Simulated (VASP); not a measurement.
**HfN: relaxation of cell and atoms with PBEsol**

HfN:

```xyz
2
Lattice="0.0000 2.2512 2.2512 2.2512 0.0000 2.2512 2.2512 2.2512 0.0000" Properties=species:S:1:pos:R:3 pbc="T T T"
Hf    0.0000    0.0000    0.0000
N     2.2512    2.2512    2.2512
```

```yaml
Program: VASP 6.6.1
Task: relaxation of cell and atoms
Functional: PBEsol
Potentials_or_basis: VASP PAW PBE potentials, release 64 (Hf_pv, N)
Cutoff: 600 eV
k_mesh: 16 × 16 × 16
Occupations: fermi-dirac, width 0.15 eV
Spin: no spin polarisation
Target_pressure: 7 GPa
Dipole_correction: no
Further_INCAR_settings: ALGO = Normal; EDIFF = 1e-07; IBRION = 2; EDIFFG = -0.001; NSW = 80; ISIF = 3
```

```yaml
Relaxed_volume: 11.06 Å³/atom
Relaxed_cell: a = 3.151 Å, b = 3.151 Å, c = 3.151 Å, α = 60.00°, β = 60.00°, γ = 60.00°
Space_group_after_relaxing_to_0.1_Å: Fm-3m (No. 225)
Energy_change_on_relaxing_the_run_minimises_the_enthalpy: +4.8 meV/atom
Ionic_steps: 4
Pressure_after_relaxing: 7.0 GPa
Band_gap_on_the_k_mesh: zero (an odd number of electrons rules out a gap without spin polarisation)
```

Step by step:
```csv
step,energy change (eV),largest force (eV/Å),pressure (GPa),volume (Å³)
1,0.0000,0.0000,-2.27,22.82
2,0.1742,0.0000,31.55,20.70
3,0.0090,0.0000,6.78,22.14
4,0.0096,0.0000,6.99,22.13
```

Final structure:
```
Hf N
1.0
     0.00000    2.22820    2.22820
     2.22820    0.00000    2.22820
     2.22820    2.22820    0.00000
Hf N
1 1
Direct
  0.00000 0.00000 0.00000
  0.50000 0.50000 0.50000
```

Levels at points of the mesh, in eV from the Fermi level:
| k point | band 4 | band 5 | band 6 | band 7 | band 8 | band 9 | band 10 | band 11 |
| --- | --- | --- | --- | --- | --- | --- | --- | --- |
| (0.00, 0.00, 0.00) | -17.68 | -3.03 | -3.03 | -3.03 | -0.39 | -0.39 | -0.39 | 2.05 |
| (0.50, 0.00, 0.00) | -14.66 | -9.14 | -6.38 | -6.38 | 3.49 | 3.93 | 3.93 | 4.63 |
| (0.50, 0.50, 0.00) | -16.56 | -5.37 | -4.03 | -3.67 | -3.67 | 4.32 | 5.88 | 5.89 |

Wall time 79 s on 1 thread of Intel(R) Xeon(R) Platinum 8488C (Sapphire Rapids) (shared host), peak memory 0.21 GiB.

Caveat: the cell is relaxed towards a set pressure, so the run minimises the enthalpy, not the energy; the PAW data sets were made with another functional, which shifts forces and pressure a little; spin-orbit coupling is left out, which moves the levels of the heavy elements.
